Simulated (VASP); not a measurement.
# Mn (I4_1/amd) in VASP: single point with PBE

Aim: the single point of Mn with PBE.

Program: VASP 6.6.1. These are calculated values, not measurements. Logs are shortened: lines on timing, memory, paths and dates and some standing lists are left out, and cuts for length are marked.

## (1) The cell of the first run

It takes space group I4_1/amd (No. 141, tetragonal). The conventional cell has a = 4.226 Å, b = 4.226 Å, c = 2.252 Å, α = 90.00°, β = 90.00°, γ = 90.00°. Mn (site symmetry -4m2) has 10 Mn at 2.19 to 2.70 Å within 2.9 Å.

## (2) Single point, PBE, collinear spin, ferromagnetic start

File INCAR:

```
SYSTEM = Mn
PREC     = Accurate       ! precision mode
ENCUT    = 520            ! plane-wave cutoff, eV
EDIFF    = 1E-6           ! SCF threshold, eV
ISMEAR   = -1             ! smearing method
SIGMA    = 0.05           ! smearing width, eV
LREAL    = .FALSE.        ! projectors in reciprocal space
LASPH    = .TRUE.         ! aspherical terms in the spheres
NELM     = 150            ! most SCF steps
ALGO     = Normal         ! electronic algorithm
ISIF     = 2              ! what is computed and relaxed
LWAVE    = .FALSE.        ! write WAVECAR
LCHARG   = .FALSE.        ! write CHGCAR
ISPIN    = 2              ! spin polarisation
MAGMOM   = 3 3            ! initial moments
LORBIT   = 11             ! projections on sites
LMAXMIX  = 4              ! l up to which the mixer works
GGA      = PE             ! functional
NBANDS   = 24             ! bands
```

File KPOINTS:

```
regular mesh
0
G
  19 19 19
  0 0 0
```

File POSCAR:

```
Mn
1.0
   -2.1128143117      2.1128143117      1.1257802467
    2.1128143117     -2.1128143117      1.1257802467
    2.1128143117      2.1128143117     -1.1257802467
Mn
2
Direct
   -0.3750000000     -0.1250000000     -0.2500000000
    0.3750000000      0.1250000000      0.2500000000
```

Potentials or basis: VASP PAW PBE potentials, release 64 (Mn_pv).

Command:

```
$ cat potpaw_PBE.64/Mn_pv/POTCAR > POTCAR
$ mpirun -np 1 vasp_std > vasp.out
```

OUTCAR:

```text
SYSTEM = Mn
   PREC = Accurate
   ENCUT = 520
   EDIFF = 1E-6
   ISMEAR = -1
   LREAL = .FALSE.
   LASPH = .TRUE.
   NELM = 150
   ISIF = 2
   ISPIN = 2
   LORBIT = 11
   GGA = PE

 ion  position               nearest neighbor table
   1  0.625  0.875  0.750-   2 2.19   2 2.19   2 2.19   2 2.19   2 2.70   2 2.70   2 2.70   2 2.70

   2  0.375  0.125  0.250-   1 2.19   1 2.19   1 2.19   1 2.19   1 2.70   1 2.70   1 2.70   1 2.70

  LATTYP: Found a body centered tetragonal cell.
 ALAT       =     4.2256286234
 C/A-ratio  =     0.5328344476

  Lattice vectors:

 A1 = (  -2.1128143117,   2.1128143117,   1.1257802467)
 A2 = (   2.1128143117,  -2.1128143117,   1.1257802467)
 A3 = (   2.1128143117,   2.1128143117,  -1.1257802467)

Analysis of symmetry for initial positions (statically):
=====================================================================
 Subroutine PRICEL returns:
 Original cell was already a primitive cell.

 Routine SETGRP: Setting up the symmetry group for a
 body centered tetragonal supercell.

 Subroutine GETGRP returns: Found 16 space group operations
 (whereof  4 operations were pure point group operations)
 out of a pool of 16 trial point group operations.

The static configuration has the point symmetry C_2h.
 The point group associated with its full space group is D_4h.

Analysis of symmetry for dynamics (positions and initial velocities):
=====================================================================
 Subroutine PRICEL returns:
 Original cell was already a primitive cell.

 Routine SETGRP: Setting up the symmetry group for a
 body centered tetragonal supercell.

 Subroutine GETGRP returns: Found 16 space group operations
 (whereof  4 operations were pure point group operations)
 out of a pool of 16 trial point group operations.

The dynamic configuration has the point symmetry C_2h.
 The point group associated with its full space group is D_4h.

Analysis of structural, dynamic, and magnetic symmetry:
=====================================================================
 Subroutine PRICEL returns:
 Original cell was already a primitive cell.

 Routine SETGRP: Setting up the symmetry group for a
 body centered tetragonal supercell.

 Subroutine GETGRP returns: Found 16 space group operations
 (whereof  4 operations were pure point group operations)
 out of a pool of 16 trial point group operations.

The overall configuration has the point symmetry C_2h.
 The point group associated with its full space group is D_4h.

 Subroutine INISYM returns: Found 16 space group operations
 (whereof  4 operations are pure point group operations),
 and found     1 'primitive' translations

----------------------------------------------------------------------------------------

                                     Primitive cell

  volume of cell :      20.1019

  direct lattice vectors                    reciprocal lattice vectors
    -2.112814312  2.112814312  1.125780247     0.000000000  0.236651180  0.444136412
     2.112814312 -2.112814312  1.125780247     0.236651180  0.000000000  0.444136412
     2.112814312  2.112814312 -1.125780247     0.236651180  0.236651180  0.000000000

  length of vectors
     3.193015784  3.193015784  3.193015784     0.503250369  0.503250369  0.334675308

  position of ions in fractional coordinates (direct lattice)
     0.625000000  0.875000000  0.750000000
     0.375000000  0.125000000  0.250000000

  ion indices of the primitive-cell ions
   primitive index   ion index
                 1           1
                 2           2

----------------------------------------------------------------------------------------

 KPOINTS: regular mesh

Automatic generation of k-mesh.
 Grid dimensions read from file:
 generate k-points for:   19   19   19

 Generating k-lattice:

  Cartesian coordinates                     Fractional coordinates (reciprocal lattice)
     0.000000000  0.012455325  0.023375601     0.052631579 -0.000000000  0.000000000
     0.012455325  0.000000000  0.023375601    -0.000000000  0.052631579  0.000000000
     0.012455325  0.012455325  0.000000000     0.000000000  0.000000000  0.052631579

  Length of vectors
     0.026486862  0.026486862  0.017614490

  Shift w.r.t. Gamma in fractional coordinates (k-lattice)
     0.000000000  0.000000000  0.000000000

 Subroutine IBZKPT returns following result:
 ===========================================

 Found    550 irreducible k-points:

 Following reciprocal coordinates:
            Coordinates               Weight
  0.000000  0.000000  0.000000      1.000000
  0.052632  0.000000  0.000000      8.000000
  0.105263  0.000000  0.000000      8.000000
  0.157895  0.000000 -0.000000      8.000000
  0.210526  0.000000 -0.000000      8.000000
  0.263158  0.000000  0.000000      8.000000
[... 16 lines left out ...]
 -0.315789  0.052632 -0.000000     16.000000
 -0.263158  0.052632  0.000000     16.000000
 [... further k-points ...]
   k-points           NKPTS =    550   k-points in BZ     NKDIM =    550   number of bands    NBANDS=     24
   number of dos      NEDOS =    301   number of ions     NIONS =      2
   total plane-waves  NPLWV =  13824
   dimension x,y,z NGX =    24 NGY =   24 NGZ =   24
   dimension x,y,z NGXF=    48 NGYF=   48 NGZF=   48
   ions per type =               2
   NGX,Y,Z   is equivalent  to a cutoff of  12.50, 12.50, 12.50 a.u.
   NGXF,Y,Z  is equivalent  to a cutoff of  24.99, 24.99, 24.99 a.u.
 SYSTEM =  Mn
   PREC   = accura    normal or accurate (medium, high low for compatibility)
   ISTART =      0    job   : 0-new  1-cont  2-samecut
   ICHARG =      2    charge: 1-file 2-atom 10-const
   ISPIN  =      2    spin polarized calculation?
   LNONCOLLINEAR =      F non collinear calculations
   LSORBIT =      F    spin-orbit coupling
   LASPH  =      T    aspherical Exc in radial PAW
   ENCUT  =  520.0 eV  38.22 Ry    6.18 a.u.   5.94  5.94  5.94*2*pi/ulx,y,z
   NELM   =    150;   NELMIN=  2; NELMDL= -5     # of ELM steps
   EDIFF  = 0.1E-05   stopping-criterion for ELM
   LREAL  =      F    real-space projection
   EDIFFG = 0.1E-04   stopping-criterion for IOM
   NSW    =      0    number of steps for IOM
   IBRION =     -1    ionic relax: 0-MD 1-quasi-New 2-CG
   NFREE  =      0    steps in history (QN), initial steepest desc. (CG)
   ISIF   =      2    stress and relaxation
   ISYM   =      2    0-nonsym 1-usesym 2-fastsym
   POTIM  = 0.5000    time-step for ionic-motion
   TEBEG  =    0.0;   TEEND  =   0.0 temperature during run
   PSTRESS=    0.0 pullay stress
   NELECT =      26.0000    total number of electrons
   NUPDOWN=      -1.0000    fix difference up-down
   EMIN   =  10.00;   EMAX   =-10.00  energy-range for DOS
   EFERMI =   0.00;   METHOD = LEGACY
   ISMEAR =    -1;   SIGMA  =   0.05  broadening in eV -4-tet -1-fermi 0-gaus
   EFERMI_NEDOS =   21; number of points for ismear=-14 and -15
   IALGO  =     38    algorithm
   IMIX   =      4    mixing-type and parameters
     AMIX     =   0.40;   BMIX     =  1.00
     AMIX_MAG =   1.60;   BMIX_MAG =  1.00
  volume/ion in A,a.u.               =      10.05        67.83
  Fermi-wavevector in a.u.,A,eV,Ry     =   1.783695  3.370694 43.287844  3.181567
  Thomas-Fermi vector in A             =   2.847831
   LORBIT       =     11    0 simple, 1 ext, 2 COOP (PROOUT), +10 PAW based schemes
   GGA     = PE    functional components
   LHFCALC =     F    Hartree Fock is set to
   AEXX    =    0.0000 exact exchange contribution
   IVDW    =     0    specifies the selected vdW correction
   LEPSILON=     F    determine dielectric tensor
   LRPA    =     F    only Hartree local field effects (RPA)
 spin polarized calculation
  energy-cutoff  :      520.00
  volume of cell :       20.10
 maximum number of plane-waves:       554
   NGX = 11   NGY = 11   NGZ = 11

 number of electron      26.0000015 magnetization       0.0005197

 Free energy of the ion-electron system (eV)
  ---------------------------------------------------
  ext. energy  EPLUGINS =         0.00000000
  ---------------------------------------------------
  free energy    TOTEN  =       -16.30660428 eV

  energy without entropy =      -16.28078643  energy(sigma->0) =      -16.29369535

 E-fermi :  11.9207     XC(G=0): -14.3444

 val. band max:       11.9199816116   @ k =  -0.3684   0.4737   0.0526
 cond. band min:      11.9237958031   @ k =  -0.3684  -0.3684   0.2105
 fundamental gap:      0.0038141914
 Fermi energy:        11.9207299542

 spin component 1

 k-point     1 :       0.0000    0.0000    0.0000
  band No.  band energies     occupation
      1     -36.8837      1.00000
      2     -36.8837      1.00000
      3     -35.8706      1.00000
      4     -35.8589      1.00000
      5     -35.8292      1.00000
      6     -35.8292      1.00000
[... 16 lines left out ...]
     23      34.4813      0.00000
     24      40.4918      0.00000
[... 598 lines left out ...]
      2     -36.6837      1.00000
      3     -36.2892      1.00000
      4     -36.2021      1.00000
      5     -35.9510      1.00000
      6     -35.8027      1.00000
[... 16 lines left out ...]
     23      32.5283      0.00000
     24      32.8139      0.00000

 [... further k-points ...]

 spin component 2

 k-point     1 :       0.0000    0.0000    0.0000
  band No.  band energies     occupation
      1     -36.8834      1.00000
      2     -36.8834      1.00000
      3     -35.8703      1.00000
      4     -35.8586      1.00000
      5     -35.8289      1.00000
      6     -35.8289      1.00000
[... 16 lines left out ...]
     23      34.4814      0.00000
     24      40.4812      0.00000
[... 598 lines left out ...]
      2     -36.6835      1.00000
      3     -36.2889      1.00000
      4     -36.2018      1.00000
      5     -35.9507      1.00000
      6     -35.8024      1.00000
[... 16 lines left out ...]
     23      32.5284      0.00000
     24      32.8140      0.00000

 [... further k-points ...]

------------------------ aborting loop because EDIFF is reached ----------------------------------------

  FORCE on cell =-STRESS in cart. coord.  units (eV):
  Direction    XX          YY          ZZ          XY          YZ          ZX
  --------------------------------------------------------------------------------------
  -------------------------------------------------------------------------------------
  Total        5.4905509      5.4905509      5.4522953      0.0000000     -0.0000000      0.0000000
  in kB      437.6130104    437.6130104    434.5639290      0.0000000     -0.0000000      0.0000000
  external PRESSURE =     436.5966499 kB  Pullay stress =       0.0000000 kB

 VOLUME and BASIS-vectors are now :
 -----------------------------------------------------------------------------
  energy-cutoff  :      520.00
  volume of cell :       20.10
      direct lattice vectors                 reciprocal lattice vectors
    -2.112814312  2.112814312  1.125780247     0.000000000  0.236651180  0.444136412
     2.112814312 -2.112814312  1.125780247     0.236651180  0.000000000  0.444136412
     2.112814312  2.112814312 -1.125780247     0.236651180  0.236651180  0.000000000

 POSITION                                       TOTAL-FORCE (eV/Angst)
 -----------------------------------------------------------------------------------
      2.11281      1.05641      0.84434         0.000000     -0.000000     -0.000000
     -0.00000      1.05641      0.28145        -0.000000      0.000000      0.000000
 -----------------------------------------------------------------------------------
    total drift:                               -0.000000      0.000000      0.000000

  FREE ENERGIE OF THE ION-ELECTRON SYSTEM (eV)
  ---------------------------------------------------
  free  energy   TOTEN  =       -16.3066042813 eV

  energy  without entropy=      -16.2807864256  energy(sigma->0) =      -16.29369535

 total charge

# of ion       s       p       d       tot
------------------------------------------
    1        0.467   6.429   5.376  12.272
    2        0.467   6.429   5.376  12.272
--------------------------------------------------
tot          0.935  12.858  10.752  24.545

 magnetization (x)

# of ion       s       p       d       tot
------------------------------------------
    1        0.000   0.000   0.000   0.000
    2        0.000   0.000   0.000   0.000
--------------------------------------------------
tot          0.000   0.000   0.000   0.000
```

Wall time 5.3 min (1 thread of AMD EPYC 9R45 (Zen 5), shared host); peak memory 0.4 GiB.

What came out:

* Free energy: -16.3066 eV
* Pressure: 43.7 GPa
* Band gap on the k mesh: zero (filled and empty bands overlap)
* Net moment: 0.00 μB per cell
* Valence electrons inside the program's atomic spheres: Mn 12.27

Caveat: the cell stands under pressure; the moments typed at the start vanished in this run.
